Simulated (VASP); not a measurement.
A run of VASP 6.6.1:

The input INCAR:

```
PREC = Accurate
ENCUT = 520
EDIFF = 1E-7
ISMEAR = -1
SIGMA = 0.01
LREAL = False
LASPH = True
NELM = 80
ALGO = Normal
ISIF = 2
LWAVE = False
LCHARG = False
GGA = CA
NBANDS = 15
```

KPOINTS

```
regular mesh
0
Gamma
  6 6 6
```

File POSCAR:

```
KBr
1.0
    4.1228034278      0.0000000000      0.0000000000
    0.0000000000      4.1228034278      0.0000000000
    0.0000000000      0.0000000000      4.1228034278
K Br
1 1
Direct
    0.0000000000      0.0000000000      0.0000000000
    0.5000000000      0.5000000000      0.5000000000
```

Potentials or basis: VASP PAW LDA potentials, release 64 (K_sv, Br).

Run with:

```bash
$ cat potpaw_LDA.64/K_sv/POTCAR potpaw_LDA.64/Br/POTCAR > POTCAR
$ mpirun -np 1 vasp_std > vasp.out
```

Hardware: 1 thread of Intel(R) Xeon(R) Platinum 8375C CPU @ 2.90GHz (Ice Lake), on a shared host.

**Question.** How long does it take, and how much memory?

**Answer.** Run time: 12 s on 1 thread of Intel(R) Xeon(R) Platinum 8375C CPU @ 2.90GHz (Ice Lake), on a shared host, peak memory 0.16 GiB. Counts: scf iterations 13, k points 20.
